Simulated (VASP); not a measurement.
The system is Mg3CdSe2O2.

```xyz
8
Lattice="3.9000 0.0000 0.0000 0.0000 3.9000 0.0000 0.0000 0.0000 9.3500" Properties=species:S:1:pos:R:3 pbc="T T T"
Mg    1.9500    0.0000    1.3838
Mg    0.0000    1.9500    7.9662
Mg    1.9500    1.9500    4.6750
Cd    0.0000    0.0000    4.6750
Se    1.9500    0.0000    6.1710
Se    0.0000    1.9500    3.1790
O     0.0000    0.0000    0.0000
O     1.9500    1.9500    0.0000
```

* Program: VASP 6.6.1
* Task: relaxation of cell and atoms
* Functional: PBE
* Potentials or basis: VASP PAW PBE potentials, release 64 (Mg, Cd, Se, O)
* Cutoff: 600 eV
* k mesh: 3 × 3 × 2
* Occupations: gaussian, width 0.15 eV
* Spin: no spin polarisation

At the start: pressure 8.5 GPa; volume 17.78 Å³/atom.

Task: How do energy, volume and symmetry change on relaxing?

Result: Over 18 steps the energy falls by 985.4 meV/atom and the volume is 22.81 Å³/atom (+28.3 %); space group P-4m2 (No. 115, to 0.05 Å).

The path:
| step | energy change (eV) | largest force (eV/Å) | pressure (GPa) | volume (Å³) |
| --- | --- | --- | --- | --- |
| 1 | 0.0000 | 4.3338 | 8.47 | 142.21 |
| 2 | -2.8993 | 4.0850 | -4.86 | 162.22 |
| 3 | -3.3211 | 3.6479 | -9.27 | 175.51 |
| 4 | -5.7077 | 2.3720 | -7.01 | 161.21 |
| 5 | -6.6077 | 2.0542 | -0.46 | 143.89 |
| 6 | -6.6596 | 1.5389 | -2.68 | 147.95 |
| 7 | -6.6684 | 1.6546 | -2.10 | 146.77 |
| 8 | -7.1167 | 0.6681 | 3.23 | 141.08 |
| 9 | -7.1316 | 0.6420 | 4.76 | 139.79 |
| 10 | -7.4814 | 0.6418 | 2.18 | 149.23 |
| 11 | -7.7165 | 0.5390 | -0.01 | 162.37 |
| 12 | -7.8106 | 0.4649 | -2.18 | 189.62 |
| 13 | -7.8220 | 0.3611 | -1.49 | 180.05 |
| 14 | -7.8334 | 0.3423 | 2.03 | 177.99 |
| 15 | -7.8618 | 0.2094 | 0.38 | 178.94 |
| 16 | -7.8756 | 0.1438 | 0.11 | 180.95 |
| 17 | -7.8796 | 0.1096 | -0.14 | 182.84 |
| 18 | -7.8832 | 0.0778 | 0.01 | 182.46 |

Final structure:
```xyz
8
Lattice="4.1427 0.0000 0.0000 0.0000 4.1427 0.0000 0.0000 0.0000 10.6315" Properties=species:S:1:pos:R:3 pbc="T T T"
Mg    2.0714    0.0000   10.6149
Mg    0.0000    2.0714    0.0166
Mg    2.0714    2.0714    5.3158
Cd    0.0000    0.0000    5.3158
Se    2.0714    0.0000    6.9532
Se    0.0000    2.0714    3.6783
O     0.0000    0.0000    0.0000
O     2.0714    2.0714    0.0000
```

Caveat: the k points lie up to 0.51 Å⁻¹ apart in the final cell; the volume moved by over 15 % at a fixed basis, so the end points are rough; the relaxation stopped at a loose force limit of 0.08 eV/Å, so its end isn't a converged minimum.
